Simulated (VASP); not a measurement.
Write the native input for VASP 6.6.1 that does the following.

| Item | Value |
| --- | --- |
| Task | single point |
| Functional | PBEsol |
| Potentials or basis | VASP PAW PBE potentials, release 64 (Ti_sv) |
| Cutoff | 520 eV |
| k mesh | 22 × 22 × 22 |
| Occupations | gaussian, width 0.15 eV |
| Spin | no spin polarisation |
| Dipole correction | no |
| Further INCAR settings | ALGO = Fast; EDIFF = 1e-06; NBANDS = 12 |

The structure of Ti lies in POSCAR:

```
Ti
1.0
    0.0000000000      1.7733683434      2.6600525151
    1.7733683434      0.0000000000      2.6600525151
    1.7733683434      1.7733683434      0.0000000000
Ti
1
Direct
    0.0000000000      0.0000000000      0.0000000000
```

This cell differs from its parent crystal: ratio of the length along z to the lengths across it x 1.5, volume and fractional coordinates fixed.

One way to write it, as run:

INCAR

```
SYSTEM = Ti
PREC = Accurate
ENCUT = 520
EDIFF = 1E-6
ISMEAR = 0
SIGMA = 0.15
LREAL = .FALSE.
LASPH = .TRUE.
NELM = 80
ALGO = Fast
ISIF = 2
LWAVE = .FALSE.
LCHARG = .TRUE.
GGA = PS
LELF = .TRUE.
LVHAR = .TRUE.
NBANDS = 12
```

KPOINTS

```
regular mesh
0
G
  22 22 22
  0 0 0
```

Potentials or basis: VASP PAW PBE potentials, release 64 (Ti_sv).

Run with:

```sh
$ cat potpaw_PBE.64/Ti_sv/POTCAR > POTCAR
$ mpirun -np 1 vasp_std > vasp.out
```

It gave:

```json
{
  "Pressure": "-1.9 GPa",
  "Band gap on the k mesh": "zero (band 6 reaches 9.22 eV, above the bottom of band 7 at 7.41 eV)"
}
```

Caveat: the PAW data sets were made with another functional, which shifts forces and pressure a little.

Run time: 75 s on 1 thread of Intel(R) Xeon(R) 6975P-C (Granite Rapids) (shared host), peak memory 0.27 GiB.
